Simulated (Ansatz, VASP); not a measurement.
Two plane-wave programs on ZnO

```
Zn O
1.0
     3.29216    0.00000    0.00000
    -1.64608    2.85109    0.00000
     0.00000    0.00000    5.27228
Zn O
2 2
Direct
  0.33333 0.66667 0.00000
  0.66667 0.33333 0.50000
  0.33333 0.66667 0.38210
  0.66667 0.33333 0.88210
```

Change from the starting cell: volume scaled by 1.04, PAW files.

Alike in both runs: task electric field gradients; functional LDA; k mesh 11 × 11 × 6; occupations fermi-dirac, width 0.02 eV; no spin polarisation.

|  | VASP | Ansatz |
| --- | --- | --- |
| version | VASP 6.6.1 | Ansatz 0.2.0 |
| potentials or method | VASP PAW LDA potentials, release 64 (Zn, O) | PAW with Ansatz's default frozen-core files, scalar-relativistic |
| plane-wave cutoff (eV) | 520 | 420 |
| valence electrons in the cell | 36 | 36 |

Ansatz gave:

```
pressure (GPa)                                                : -11.7
traceless stress, the component that is largest in VASP (GPa) : 0.53
rms of the force components (eV/Å)                            : 0.022
size of Vzz on the site where it differs most (V/Å²)          : 7.0
```

Problem. Estimate VASP's values.

Solution. Pressure (GPa): -10.8; traceless stress, the component that is largest in VASP (GPa): 0.50; rms of the force components (eV/Å): 0.023; size of Vzz on the site where it differs most (V/Å²): 7.3.

LDA's correlation is that of Perdew and Zunger in VASP and of Perdew and Wang (1992) in Ansatz. Atom by atom the forces differ by 0.001 eV/Å (rms over components).
